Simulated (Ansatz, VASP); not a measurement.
## Cd: VASP beside Ansatz

```xyz
2
Lattice="2.9789 0.0000 0.0000 -1.4894 2.5798 0.0000 0.0000 0.0000 5.6738" Properties=species:S:1:pos:R:3 pbc="T T T"
Cd    1.4894    0.8599    4.2554
Cd    0.0000    1.7199    1.4185
```

Alike in both runs: functional PBE; k mesh 9 × 9 × 4; occupations fermi-dirac, width 0.05 eV; no spin polarisation.

|  | VASP | Ansatz |
| --- | --- | --- |
| version | VASP 6.6.1 | Ansatz 0.2.0 |
| potentials or method | VASP PAW PBE potentials, release 64 (Cd) | Ansatz PAW |
| plane-wave cutoff (eV) | 520 | 420 |
| valence electrons in the cell | 24 | 40 |
| task | single point | band structure |

Ansatz gave:

| Quantity | Value |
| --- | --- |
| gap on the k mesh at the Fermi level (eV) | none |
| pressure (GPa) | 2.9 |
| traceless stress, the component that is largest in VASP (GPa) | 0.84 |

Q: Estimate VASP's values.

A: gap on the k mesh at the Fermi level (eV): none; pressure (GPa): 3.2; traceless stress, the component that is largest in VASP (GPa): 0.69.

A gap of «none» marks a metal or a gap that the smearing closes. VASP's potentials hold 24 valence electrons a cell and Ansatz's 40, so a difference there can come from the potentials and not from the codes.
